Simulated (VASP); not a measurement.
**Al2Cu: single point with PBEsol+U**

The system is Al2Cu.

```
Al Cu
1.0
     4.19928    0.00000    0.00000
     0.00000    4.19928    0.00000
     0.00000    0.00000    2.69249
Al Cu
2 1
Direct
  0.50000 0.00000 0.50000
  0.00000 0.50000 0.50000
  0.00000 0.00000 0.00000
```

```yaml
Program: VASP 6.6.1
Task: single point
Functional: PBEsol
Potentials_or_basis: VASP PAW PBE potentials, release 64 (Al, Cu)
Cutoff: 600 eV
k_mesh: 14 × 14 × 18
Occupations: methfessel-paxton, width 0.15 eV
Spin: no spin polarisation
Hubbard_terms: Cu d U = 6.0 eV
Dipole_correction: no
Further_INCAR_settings: ALGO = Normal; EDIFF = 1e-06; NBANDS = 16
```

```yaml
Pressure: 0.7 GPa
Band_gap_on_the_k_mesh: zero (an odd number of electrons rules out a gap without spin polarisation)
```

Stress tensor (GPa, compression positive):
```
-1.49  0.00  0.00
 0.00 -1.49  0.00
 0.00  0.00  5.09
```

Levels at points of the mesh, in eV from the Fermi level:
| k point | band 6 | band 7 | band 8 | band 9 | band 10 | band 11 | band 12 | band 13 |
| --- | --- | --- | --- | --- | --- | --- | --- | --- |
| (0.00, 0.00, 0.00) | -5.22 | -2.69 | -2.69 | -1.07 | 0.57 | 5.35 | 5.35 | 6.42 |
| (0.50, 0.00, 0.00) | -5.23 | -5.22 | -1.45 | 1.04 | 1.09 | 1.22 | 7.75 | 8.90 |
| (0.50, 0.50, 0.00) | -5.56 | -5.23 | -5.23 | -3.04 | 8.26 | 8.26 | 8.64 | 8.96 |
| (0.00, 0.00, 0.50) | -5.44 | -3.52 | 1.78 | 2.82 | 2.82 | 2.85 | 2.85 | 3.62 |
| (0.50, 0.00, 0.50) | -4.30 | -2.95 | -2.50 | -1.49 | 4.06 | 4.07 | 4.51 | 5.23 |
| (0.50, 0.50, 0.50) | -2.89 | -2.28 | -2.28 | -0.19 | -0.18 | 0.14 | 0.14 | 2.37 |

Eigenvalues of the final occupation matrices:
```tsv
site	spin	trace	eigenvalues
site 3 d	1	4.68	0.92 0.93 0.93 0.94 0.95
site 3 d	2	4.68	0.92 0.93 0.93 0.94 0.95
```

Run time: 4.4 min on 1 thread of Oxide Virtual Turin-like Processor, on a shared host, peak memory 0.41 GiB.

Caveat: the stress differs along the axes, from -1 to 5 GPa; the PAW data sets were made with another functional, which shifts forces and pressure a little; U without spin polarisation on a metal has little footing; the U is typed as a test and isn't derived for this compound.
